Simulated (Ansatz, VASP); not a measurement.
## One calculation of Li4NbO4, two programs

```
CELL_PARAMETERS angstrom
-3.81195 3.81195 1.63010
3.81195 -3.81195 1.63010
3.81195 3.81195 -1.63010
ATOMIC_POSITIONS crystal
Li 0.36072 0.10421 0.46492
Li 0.84267 0.33415 0.17683
Li 0.15733 0.66585 0.82317
Li 0.66585 0.84267 0.50852
Nb 0.00000 0.00000 0.00000
O 0.75893 0.07971 0.83864
O 0.92029 0.75893 0.67922
O 0.07971 0.24107 0.32078
O 0.24107 0.92029 0.16136
```

Alike in both runs: task single point; functional PBEsol; k mesh 10 × 10 × 10; occupations gaussian, width 0.05 eV; no spin polarisation.

```csv
,VASP,Ansatz
version,VASP 6.6.1,Ansatz 0.2.0
potentials or method,"VASP PAW PBE potentials, release 64 (Li_sv, Nb_sv, O), cutoff 520 eV","scalar-relativistic, plane waves, PAW"
valence electrons in the cell,49,49
```

VASP gave:

* rms of the force components (eV/Å): 0.580

Q: Which values does Ansatz return?

A: rms of the force components (eV/Å): 0.564.

VASP's potentials were made for PBE, not for PBEsol, and Ansatz warns of the same on its side. Atom by atom the forces differ by 0.026 eV/Å (rms over components).

Noted on VASP's run: the cutoff is under 1.25 times that of the potentials, so the pressure is a little rough.
